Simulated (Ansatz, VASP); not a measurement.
## Two plane-wave programs on BP

```
CELL_PARAMETERS angstrom
0.00000 2.26530 2.26530
2.26530 0.00000 2.26530
2.26530 2.26530 0.00000
ATOMIC_POSITIONS crystal
B 0.00000 0.00000 0.00000
P 0.25000 0.25000 0.25000
```

Alike in both runs: functional r2SCAN; dispersion rVV10; k mesh 10 × 10 × 10; occupations gaussian, width 0.02 eV; no spin polarisation.

Ansatz relaxed the structure, and its values are those at the end. VASP's run is a single point on that final structure, the one shown.

```csv
,VASP,Ansatz
version,VASP 6.6.1,Ansatz 0.2.0
potentials or method,"VASP PAW PBE potentials, release 64 (B, P), cutoff 550 eV","scalar-relativistic, plane waves, PAW"
valence electrons in the cell,8,8
```

Ansatz gave:

- gap on the k mesh at the Fermi level (eV): 1.38
- least direct gap on the mesh (eV): 3.60
- pressure (GPa): 0.0

Q: Estimate VASP's values.

A: gap on the k mesh at the Fermi level (eV): 1.41; least direct gap on the mesh (eV): 3.64; pressure (GPa): -0.4.

VASP's potentials were made for PBE, not for r2SCAN.
